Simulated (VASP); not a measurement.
A run of VASP 6.6.1 is set up as follows.

The input INCAR:

```
ALGO     = Normal         # electronic algorithm
EDIFF    = 1E-7           # SCF threshold, eV
ENCUT    = 520            # plane-wave cutoff, eV
GGA      = PE             # functional
ISIF     = 2              # what is computed and relaxed
ISMEAR   = 0              # smearing method
LASPH    = True           # aspherical terms in the spheres
LCHARG   = False          # write CHGCAR
LREAL    = False          # projectors in reciprocal space
LWAVE    = False          # write WAVECAR
NBANDS   = 15             # bands
NELM     = 80             # most SCF steps
PREC     = Accurate       # precision mode
SIGMA    = 0.1            # smearing width, eV
```

The input KPOINTS:

```
k-points
0
Gamma
  6 6 2
```

Contents of POSCAR:

```
Al3As
1.0
    2.8219592500      0.0000000000      0.0000000000
    0.0000000000      2.8219592500      0.0000000000
    0.0000000000      0.0000000000      8.9431888400
Al As
3 1
Direct
    0.0000000000      0.0000000000      0.8279719100
    0.0000000000      0.0000000000      0.1720280900
    0.0000000000      0.0000000000      0.5000000000
    0.0000000000      0.0000000000      0.0000000000
```

Potentials or basis: VASP PAW PBE potentials, release 64 (Al, As).

The run is started by

```bash
$ cat potpaw_PBE.64/Al/POTCAR potpaw_PBE.64/As/POTCAR > POTCAR
$ mpirun -np 1 vasp_std > vasp.out
```

Predict the band gap on the k mesh.

zero (band 7 reaches 7.36 eV, above the bottom of band 8 at 6.10 eV).

Estimate the pressure.

105.5 GPa.

Estimate the largest force.

44.634 eV/Å.

Forces on the atoms (eV/Å):
```
Al    0.000   0.000 -44.634
Al    0.000   0.000  44.634
Al    0.000   0.000   0.000
As    0.000   0.000   0.000
```

Caveat: the k points lie up to 0.37 Å⁻¹ apart; forces of over 1 eV/Å act on the atoms, so gaps and moduli don't describe the material at rest.
